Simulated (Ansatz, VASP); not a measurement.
## Two plane-wave programs on Eu

```xyz
1
Lattice="-2.0544 2.0544 2.0544 2.0544 -2.0544 2.0544 2.0544 2.0544 -2.0544" Properties=species:S:1:pos:R:3 pbc="T T T"
Eu    0.0000    0.0000    0.0000
```

Alike in both runs: task single point; functional LDA; k mesh 9 × 9 × 9; occupations fermi-dirac, width 0.05 eV; collinear spin.

|  | VASP | Ansatz |
| --- | --- | --- |
| version | VASP 6.6.1 | Ansatz 0.2.0 |
| potentials or method | VASP PAW PBE potentials, release 64 (Eu), cutoff 520 eV | plane waves (420 eV) with PAW, scalar-relativistic |
| valence electrons in the cell | 17 | 17 |

VASP gave:

```
pressure (GPa)                                                : -0.4
net moment per atom (μB)                                      : 7.15
size of the moment on the site where the two differ most (μB) : 6.64
```

Question: Estimate Ansatz's values.

Answer: Pressure (GPa): -0.1; net moment per atom (μB): 7.18; size of the moment on the site where the two differ most (μB): 6.93.

VASP's potentials were made for PBE, not for LDA, and Ansatz warns of the same on its side. LDA's correlation is that of Perdew and Zunger in VASP and of Perdew and Wang (1992) in Ansatz. Site moments also hang on the region over which each program counts them.

Neither program's run includes spin-orbit coupling.
